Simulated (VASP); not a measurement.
# W (Im-3m) in VASP: single point with PBE

Aim: the single point of W with PBE.

All numbers are computed with VASP 6.6.1; they aren't measurements. Logs are shortened: lines on timing, memory, paths and dates and some standing lists are left out, and cuts for length are marked.

**1. The cell of the first run**

It takes space group Im-3m (No. 229, cubic). The conventional cell has a = 3.207 Å, b = 3.207 Å, c = 3.207 Å, α = 90.00°, β = 90.00°, γ = 90.00°. Within 3.7 Å of W (site symmetry m-3m) lie 14 W at 2.78 to 3.21 Å.

**2. Single point, PBE**

Contents of INCAR:

```
SYSTEM = W
ALGO = Normal
EDIFF = 1E-7
ENCUT = 520
GGA = PE
ISIF = 2
ISMEAR = -1
LASPH = .TRUE.
LCHARG = .FALSE.
LREAL = .FALSE.
LWAVE = .FALSE.
NBANDS = 13
NELM = 100
PREC = Accurate
SIGMA = 0.1
```

Contents of KPOINTS:

```
k-points
0
G
  15 15 15
  0 0 0
```

Contents of POSCAR:

```
W
1.0
   -1.6035962500      1.6035962500      1.6035962500
    1.6035962500     -1.6035962500      1.6035962500
    1.6035962500      1.6035962500     -1.6035962500
W
1
Direct
    0.0000000000      0.0000000000      0.0000000000
```

Potentials or basis: VASP PAW PBE potentials, release 64 (W_sv).

Run with:

```sh
> cat potpaw_PBE.64/W_sv/POTCAR > POTCAR
> mpirun -np 1 vasp_std > vasp.out
```

OUTCAR:

```text
SYSTEM = W
   EDIFF = 1E-7
   ENCUT = 520
   GGA = PE
   ISIF = 2
   ISMEAR = -1
   LASPH = .TRUE.
   LREAL = .FALSE.
   NELM = 100
   PREC = Accurate

 ion  position               nearest neighbor table
   1  0.000  0.000  0.000-

  LATTYP: Found a body centered cubic cell.
 ALAT       =     3.2071925000

  Lattice vectors:

 A1 = (  -1.6035962500,   1.6035962500,   1.6035962500)
 A2 = (   1.6035962500,  -1.6035962500,   1.6035962500)
 A3 = (   1.6035962500,   1.6035962500,  -1.6035962500)

Analysis of symmetry for initial positions (statically):
=====================================================================
 Subroutine PRICEL returns:
 Original cell was already a primitive cell.

 Routine SETGRP: Setting up the symmetry group for a
 body centered cubic supercell.

 Subroutine GETGRP returns: Found 48 space group operations
 (whereof 48 operations were pure point group operations)
 out of a pool of 48 trial point group operations.

The static configuration has the point symmetry O_h .

Analysis of symmetry for dynamics (positions and initial velocities):
=====================================================================
 Subroutine PRICEL returns:
 Original cell was already a primitive cell.

 Routine SETGRP: Setting up the symmetry group for a
 body centered cubic supercell.

 Subroutine GETGRP returns: Found 48 space group operations
 (whereof 48 operations were pure point group operations)
 out of a pool of 48 trial point group operations.

The dynamic configuration has the point symmetry O_h .

 Subroutine INISYM returns: Found 48 space group operations
 (whereof 48 operations are pure point group operations),
 and found     1 'primitive' translations

----------------------------------------------------------------------------------------

                                     Primitive cell

  volume of cell :      16.4947

  direct lattice vectors                    reciprocal lattice vectors
    -1.603596250  1.603596250  1.603596250     0.000000000  0.311799183  0.311799183
     1.603596250 -1.603596250  1.603596250     0.311799183  0.000000000  0.311799183
     1.603596250  1.603596250 -1.603596250     0.311799183  0.311799183  0.000000000

  length of vectors
     2.777510180  2.777510180  2.777510180     0.440950633  0.440950633  0.440950633

  position of ions in fractional coordinates (direct lattice)
     0.000000000  0.000000000  0.000000000

  ion indices of the primitive-cell ions
   primitive index   ion index
                 1           1

----------------------------------------------------------------------------------------

 KPOINTS: k-points

Automatic generation of k-mesh.
 Grid dimensions read from file:
 generate k-points for:   15   15   15

 Generating k-lattice:

  Cartesian coordinates                     Fractional coordinates (reciprocal lattice)
     0.000000000  0.020786612  0.020786612     0.066666667  0.000000000  0.000000000
     0.020786612  0.000000000  0.020786612     0.000000000  0.066666667  0.000000000
     0.020786612  0.020786612  0.000000000     0.000000000  0.000000000  0.066666667

  Length of vectors
     0.029396709  0.029396709  0.029396709

  Shift w.r.t. Gamma in fractional coordinates (k-lattice)
     0.000000000  0.000000000  0.000000000

 Subroutine IBZKPT returns following result:
 ===========================================

 Found    120 irreducible k-points:

 Following reciprocal coordinates:
            Coordinates               Weight
  0.000000  0.000000  0.000000      1.000000
  0.066667  0.000000  0.000000     12.000000
  0.133333  0.000000  0.000000     12.000000
  0.200000  0.000000  0.000000     12.000000
  0.266667  0.000000  0.000000     12.000000
  0.333333  0.000000  0.000000     12.000000
[... 16 lines left out ...]
  0.333333  0.200000  0.000000     48.000000
  0.400000  0.200000  0.000000     24.000000
 [... further k-points ...]
   k-points           NKPTS =    120   k-points in BZ     NKDIM =    120   number of bands    NBANDS=     13
   number of dos      NEDOS =    301   number of ions     NIONS =      1
   total plane-waves  NPLWV =  13824
   dimension x,y,z NGX =    24 NGY =   24 NGZ =   24
   dimension x,y,z NGXF=    48 NGYF=   48 NGZF=   48
   ions per type =               1
   NGX,Y,Z   is equivalent  to a cutoff of  14.37, 14.37, 14.37 a.u.
   NGXF,Y,Z  is equivalent  to a cutoff of  28.73, 28.73, 28.73 a.u.
 SYSTEM =  W
   PREC   = accura    normal or accurate (medium, high low for compatibility)
   ISTART =      0    job   : 0-new  1-cont  2-samecut
   ICHARG =      2    charge: 1-file 2-atom 10-const
   ISPIN  =      1    spin polarized calculation?
   LNONCOLLINEAR =      F non collinear calculations
   LSORBIT =      F    spin-orbit coupling
   LASPH  =      T    aspherical Exc in radial PAW
   ENCUT  =  520.0 eV  38.22 Ry    6.18 a.u.   5.16  5.16  5.16*2*pi/ulx,y,z
   NELM   =    100;   NELMIN=  2; NELMDL= -5     # of ELM steps
   EDIFF  = 0.1E-06   stopping-criterion for ELM
   LREAL  =      F    real-space projection
   EDIFFG = 0.1E-05   stopping-criterion for IOM
   NSW    =      0    number of steps for IOM
   IBRION =     -1    ionic relax: 0-MD 1-quasi-New 2-CG
   NFREE  =      0    steps in history (QN), initial steepest desc. (CG)
   ISIF   =      2    stress and relaxation
   ISYM   =      2    0-nonsym 1-usesym 2-fastsym
   POTIM  = 0.5000    time-step for ionic-motion
   TEBEG  =    0.0;   TEEND  =   0.0 temperature during run
   PSTRESS=    0.0 pullay stress
   NELECT =      14.0000    total number of electrons
   NUPDOWN=      -1.0000    fix difference up-down
   EMIN   =  10.00;   EMAX   =-10.00  energy-range for DOS
   EFERMI =   0.00;   METHOD = LEGACY
   ISMEAR =    -1;   SIGMA  =   0.10  broadening in eV -4-tet -1-fermi 0-gaus
   EFERMI_NEDOS =   21; number of points for ismear=-14 and -15
   IALGO  =     38    algorithm
   IMIX   =      4    mixing-type and parameters
     AMIX     =   0.40;   BMIX     =  1.00
     AMIX_MAG =   1.60;   BMIX_MAG =  1.00
  volume/ion in A,a.u.               =      16.49       111.31
  Fermi-wavevector in a.u.,A,eV,Ry     =   1.550015  2.929103 32.688617  2.402546
  Thomas-Fermi vector in A             =   2.654739
   LORBIT       =      0    0 simple, 1 ext, 2 COOP (PROOUT), +10 PAW based schemes
   GGA     = PE    functional components
   LHFCALC =     F    Hartree Fock is set to
   AEXX    =    0.0000 exact exchange contribution
   IVDW    =     0    specifies the selected vdW correction
   LEPSILON=     F    determine dielectric tensor
   LRPA    =     F    only Hartree local field effects (RPA)
 non-spin polarized calculation
  energy-cutoff  :      520.00
  volume of cell :       16.49
 maximum number of plane-waves:       458
 NGX is ok and might be reduce to    24
   NGX = 11   NGY = 11   NGZ = 11

 number of electron      14.0000001 magnetization

 Free energy of the ion-electron system (eV)
  ---------------------------------------------------
  ext. energy  EPLUGINS =         0.00000000
  ---------------------------------------------------
  free energy    TOTEN  =       -12.95399599 eV

  energy without entropy =      -12.93903762  energy(sigma->0) =      -12.94651680

 E-fermi :  10.8403     XC(G=0): -13.4173

 val. band max:       10.8141761490   @ k =  -0.3333   0.4000   0.2667
 cond. band min:      10.9782335598   @ k =  -0.2667   0.2667   0.1333
 fundamental gap:      0.1640574108
 Fermi energy:        10.8402611512

 k-point     1 :       0.0000    0.0000    0.0000
  band No.  band energies     occupation
      1     -63.3649      2.00000
      2     -26.9814      2.00000
      3     -26.9814      2.00000
      4     -26.9814      2.00000
      5       1.4611      2.00000
      6       9.7103      1.99998
      7       9.7103      1.99998
      8       9.7103      1.99998
      9      13.0421      0.00000
     10      13.0421      0.00000
     11      25.3015      0.00000
     12      25.3015      0.00000
     13      25.3015      0.00000

 k-point     2 :       0.0667    0.0000    0.0000
  band No.  band energies     occupation
      1     -63.3601      2.00000
      2     -27.0337      2.00000
      3     -26.9979      2.00000
      4     -26.9816      2.00000
      5       1.6661      2.00000
      6       9.5873      1.99999
      7       9.6815      1.99998
      8       9.9071      1.99982
      9      12.8511      0.00000
     10      13.0441      0.00000
     11      25.4719      0.00000
     12      25.6509      0.00000
     13      25.7848      0.00000

 k-point     3 :       0.1333    0.0000    0.0000
  band No.  band energies     occupation
      1     -63.3465      2.00000
      2     -27.1798      2.00000
      3     -27.0443      2.00000
      4     -26.9821      2.00000
      5       2.2495      2.00000
      6       9.2584      2.00000
      7       9.5468      2.00000
      8      10.4886      1.94233
      9      12.4984      0.00000
     10      13.0633      0.00000
     11      25.8456      0.00000
     12      26.6556      0.00000
     13      26.9059      0.00000

 k-point     4 :       0.2000    0.0000    0.0000
  band No.  band energies     occupation
      1     -63.3263      2.00000
      2     -27.3900      2.00000
      3     -27.1120      2.00000
      4     -26.9830      2.00000
      5       3.1059      2.00000
      6       8.8159      2.00000
      7       9.2722      2.00000
      8      11.4254      0.00574
      9      12.3527      0.00000
     10      13.1285      0.00000
     11      25.9154      0.00000
     12      27.5587      0.00000
     13      28.2105      0.00000

 k-point     5 :       0.2667    0.0000    0.0000
  band No.  band energies     occupation
      1     -63.3032      2.00000
      2     -27.6244      2.00000
      3     -27.1887      2.00000
      4     -26.9840      2.00000
      5       4.0153      2.00000
      6       8.3569      2.00000
      7       9.0888      2.00000
      8      12.4995      0.00000
      9      12.6624      0.00000
     10      13.2623      0.00000
     11      25.1565      0.00000
     12      26.4638      0.00000
     13      30.1911      0.00000
[... 257 lines left out ...]
 k-point    22 :       0.2667    0.2000    0.0000
  band No.  band energies     occupation
      1     -63.2591      2.00000
      2     -27.8998      2.00000
      3     -27.3969      2.00000
      4     -27.0869      2.00000
      5       5.8856      2.00000
      6       7.8236      2.00000
      7       8.7286      2.00000
      8      12.5019      0.00000
      9      13.8330      0.00000
     10      16.6251      0.00000
     11      22.1457      0.00000
     12      25.2818      0.00000
     13      27.0536      0.00000

 k-point    23 :       0.3333    0.2000    0.0000
  band No.  band energies     occupation
      1     -63.2479      2.00000
      2     -27.9563      2.00000
      3     -27.4787      2.00000
      4     -27.0941      2.00000
      5       6.0074      2.00000
      6       7.7489      2.00000
      7       9.2332      2.00000
      8      12.7564      0.00000
      9      13.9652      0.00000
     10      18.1041      0.00000
     11      20.5074      0.00000
     12      24.1587      0.00000
     13      26.6211      0.00000

 k-point    24 :       0.4000    0.2000    0.0000
  band No.  band energies     occupation
      1     -63.2439      2.00000
      2     -27.9743      2.00000
      3     -27.5098      2.00000
      4     -27.0963      2.00000
      5       6.0034      2.00000
      6       7.7298      2.00000
      7       9.4989      2.00000
      8      12.7965      0.00000
      9      14.1473      0.00000
     10      18.8189      0.00000
     11      19.7271      0.00000
     12      23.6542      0.00000
     13      26.4910      0.00000

 [... further k-points ...]

------------------------ aborting loop because EDIFF is reached ----------------------------------------

  FORCE on cell =-STRESS in cart. coord.  units (eV):
  Direction    XX          YY          ZZ          XY          YZ          ZX
  --------------------------------------------------------------------------------------
  -------------------------------------------------------------------------------------
  Total       -0.6065774     -0.6065774     -0.6065774      0.0000000      0.0000000      0.0000000
  in kB      -58.9185088    -58.9185088    -58.9185088      0.0000000      0.0000000      0.0000000
  external PRESSURE =     -58.9185088 kB  Pullay stress =       0.0000000 kB

 VOLUME and BASIS-vectors are now :
 -----------------------------------------------------------------------------
  energy-cutoff  :      520.00
  volume of cell :       16.49
      direct lattice vectors                 reciprocal lattice vectors
    -1.603596250  1.603596250  1.603596250     0.000000000  0.311799183  0.311799183
     1.603596250 -1.603596250  1.603596250     0.311799183  0.000000000  0.311799183
     1.603596250  1.603596250 -1.603596250     0.311799183  0.311799183  0.000000000

 POSITION                                       TOTAL-FORCE (eV/Angst)
 -----------------------------------------------------------------------------------
      0.00000      0.00000      0.00000         0.000000     -0.000000      0.000000
 -----------------------------------------------------------------------------------
    total drift:                               -0.000000     -0.000000     -0.000000

  FREE ENERGIE OF THE ION-ELECTRON SYSTEM (eV)
  ---------------------------------------------------
  free  energy   TOTEN  =       -12.9539959861 eV

  energy  without entropy=      -12.9390376183  energy(sigma->0) =      -12.94651680
```

It took 42 s on 1 thread of AMD EPYC 7R13, shared host; peak memory 0.13 GiB.

What came out:

- Free energy: -12.9540 eV
- Pressure: -5.9 GPa
- Band gap on the k mesh: zero (band 7 reaches 15.28 eV, above the bottom of band 8 at 9.71 eV)

Caveat: spin-orbit coupling is left out, which moves the levels of the heavy elements.
